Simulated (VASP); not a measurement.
Runs of VASP 6.6.1 on TiB2. The structure is that of space group P6/mmm (No. 191), or close to it. The cells are those of the table. 

```csv
task,level,potentials or basis,cell,k mesh,cutoff (eV),smearing,gap on the mesh (eV),pressure (GPa)
single point,LDA,"VASP PAW LDA potentials, release 64 (Ti_sv, B)","a = 3.029, b = 3.029, c = 3.228 Å, angles 90.0, 90.0, 120.0°, 3 atoms",8 × 8 × 7,500,gaussian 0.05 eV,none,(a)
relaxation of cell and atoms,BLYP,"VASP PAW PBE potentials, release 64 (Ti_sv, B)","relaxed from a = 3.029, b = 3.029, c = 3.228 Å, angles 90.0, 90.0, 120.0°, 3 atoms",10 × 10 × 8,600,fermi-dirac 0.05 eV,none,0.0
relaxation of cell and atoms,PBEsol,"VASP PAW PBE potentials, release 64 (Ti_sv, B)","relaxed to 2 GPa from a = 3.029, b = 3.029, c = 3.228 Å, angles 90.0, 90.0, 120.0°, 3 atoms",10 × 10 × 8,600,fermi-dirac 0.05 eV,none,2.0
single point,PBEsol+D3(BJ),"VASP PAW PBE potentials, release 64 (Ti_sv, B)","a = 2.992, b = 2.992, c = 3.152 Å, angles 90.0, 90.0, 120.0°, 3 atoms",10 × 10 × 8,520,fermi-dirac 0.05 eV,none,0.4
relaxation of cell and atoms,PBEsol,"VASP PAW PBE potentials, release 64 (Ti_sv, B)","relaxed to 5 GPa from a = 3.029, b = 3.029, c = 3.228 Å, angles 90.0, 90.0, 120.0°, 3 atoms",10 × 10 × 8,600,fermi-dirac 0.05 eV,none,4.9
single point,r2SCAN,"VASP PAW PBE potentials, release 64 (Ti_sv, B)","a = 3.029, b = 3.029, c = 3.228 Å, angles 90.0, 90.0, 120.0°, 3 atoms",10 × 10 × 8,520,fermi-dirac 0.05 eV,none,-0.3
single point,PBEsol+D4,"VASP PAW PBE potentials, release 64 (Ti_sv, B)","a = 3.004, b = 3.004, c = 3.160 Å, angles 90.0, 90.0, 120.0°, 3 atoms",10 × 10 × 8,520,fermi-dirac 0.05 eV,none,0.4
single point,PBEsol,"VASP PAW PBE potentials, release 64 (Ti_sv, B)","a = 3.029, b = 3.029, c = 3.228 Å, angles 90.0, 90.0, 120.0°, 3 atoms",6 × 6 × 5,520,fermi-dirac 0.03 eV,none,-4.5
```

Alike in all rows: no spin polarisation.

**Question.** Fill in the values left out.

**Answer.** (a) -10.8.

Caveats: some runs use coarse meshes; the PAW data sets were made with another functional, which shifts forces and pressure a little (at least some runs); the cell is relaxed towards a set pressure, so the run minimises the enthalpy, not the energy (at least some runs); the cell stands under tension (at least some runs).

A gap of «none» marks levels without a gap at the run's occupations.
